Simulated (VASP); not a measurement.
A run of VASP 6.6.1 is set up as follows.

File POSCAR:

```
Fe
1.0
   -1.4525565699      1.4525565699      1.4525565699
    1.4525565699     -1.4525565699      1.4525565699
    1.4525565699      1.4525565699     -1.4525565699
Fe
1
Direct
    0.0000000000      0.0000000000      0.0000000000
```

Contents of INCAR.step1:

```
PREC = Accurate ; ENCUT = 520
ISMEAR = -1 ; SIGMA = 0.05
LREAL = False ; LASPH = True
NELM = 150 ; ISPIN = 2
MAGMOM = 3 ; LMAXMIX = 4
NBANDS = 14 ; GGA = PE
ALGO = Normal ; EDIFF = 1E-4
LWAVE = True ; LCHARG = False
```

Contents of INCAR.step2:

```
PREC = Accurate ; ENCUT = 520
EDIFF = 1E-6 ; ISMEAR = -1
SIGMA = 0.05 ; LREAL = False
LASPH = True ; NELM = 150
ALGO = Normal ; ISIF = 2
LWAVE = False ; LCHARG = False
ISPIN = 2 ; MAGMOM = 3
LORBIT = 11 ; LMAXMIX = 4
METAGGA = R2SCAN ; LMIXTAU = True
IVDW = 13 ; VDW_S6 = 1.0
VDW_S8 = 0.6018749 ; VDW_A1 = 0.51559235
VDW_A2 = 5.77342911 ; NBANDS = 14
ISTART = 1
```

KPOINTS

```
regular mesh
0
Gamma
  13 13 13
```

Potentials or basis: VASP PAW PBE potentials, release 64 (Fe).

The run is started by

```console
$ cat potpaw_PBE.64/Fe/POTCAR > POTCAR
$ cp INCAR.step1 INCAR
$ mpirun -np 1 vasp_std > vasp.out
$ cp INCAR.step2 INCAR
$ mpirun -np 1 vasp_std > vasp.out
```

Question: Predict the dispersion energy per atom.

Answer: -0.112 eV.

Question: Predict the net moment.

Answer: 2.66 μB per cell.

Question: What does it give for the site moments?

Answer: Fe +2.75 μB.

Caveat: the cell stands under tension.
